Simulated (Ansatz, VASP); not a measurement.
CaPd2S2: VASP beside Ansatz

```xyz
5
Lattice="2.0026 3.4686 0.0000 -2.0026 3.4686 0.0000 0.0000 0.0000 6.6309" Properties=species:S:1:pos:R:3 pbc="T T T"
Pd   -0.0002    2.3125    2.4965
Pd    0.0002    4.6247    4.1344
Ca    0.0000    0.0000    0.0000
S    -0.0002    2.3125    4.9486
S     0.0002    4.6247    1.6823
```

Alike in both runs: task single point; functional r2SCAN; k mesh 5 × 5 × 3; occupations gaussian, width 0.0766 eV; no spin polarisation; Hubbard terms Pd d U = 3.38 eV.

```csv
,VASP,Ansatz
version,VASP 6.6.1,Ansatz 0.2.0
potentials or method,"VASP PAW PBE potentials, release 64 (Pd, Ca_sv, S), cutoff 520 eV",PAW plane waves
valence electrons in the cell,42,58
```

|  | VASP | Ansatz | Ansatz less VASP |
| --- | --- | --- | --- |
| gap on the k mesh at the Fermi level (eV) | none | none | - |
| pressure (GPa) | -1.2 | 1.5 | +2.65 |
| traceless stress, the component that is largest in VASP (GPa) | -0.48 | -0.87 | -0.395 |
| rms of the force components (eV/Å) | 0.087 | 0.244 | +0.1562 |

VASP's potentials were made for PBE, not for r2SCAN. The programs project onto different local orbitals, so the same U acts differently, and such runs can settle in different states. Atom by atom the forces differ by 0.158 eV/Å (rms over components). A gap of «none» marks a metal or a gap that the smearing closes. VASP's potentials hold 42 valence electrons a cell and Ansatz's 58, so a difference there can come from the potentials and not from the codes. Ansatz's warnings: filled band counts differ across k points, structure snapped to symmetry.

The k mesh is coarse, so the values compare programs but aren't converged.
